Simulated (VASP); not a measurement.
# La: electric field gradients with PBE

The system is La.

```xyz
1
Lattice="0.0000 2.6122 2.6122 2.6122 0.0000 2.6122 2.6122 2.6122 0.0000" Properties=species:S:1:pos:R:3 pbc="T T T"
La    0.0000    0.0000    0.0000
```

This isn't the form of La at room conditions, which is double hcp.

```yaml
Program: VASP 6.6.1
Task: electric field gradients
Functional: PBE
Potentials_or_basis: VASP PAW PBE potentials, release 64 (La)
Cutoff: 520 eV
k_mesh: 11 × 11 × 11
Occupations: fermi-dirac, width 0.05 eV
Spin: no spin polarisation
Dipole_correction: no
Further_INCAR_settings: ALGO = Normal; EDIFF = 1e-08; NBANDS = 12
```

```
Pressure                                : 1.1 GPa
Band gap on the k mesh                  : zero (an odd number of electrons rules out a gap without spin polarisation)
Largest electric field gradient by atom : under 0.05 V/Å² on every atom
```

Levels at points of the mesh, in eV from the Fermi level:
```tsv
k point	band 3	band 4	band 5	band 6	band 7	band 8
(0.00, 0.00, 0.00)	-15.70	-15.70	-3.12	1.35	1.54	1.54
```

Run time: 24 s on 1 thread of Intel(R) Xeon(R) Platinum 8488C (Sapphire Rapids), with other jobs on the host, peak memory 0.18 GiB.

Caveat: spin-orbit coupling is left out, which moves the levels of the heavy elements.
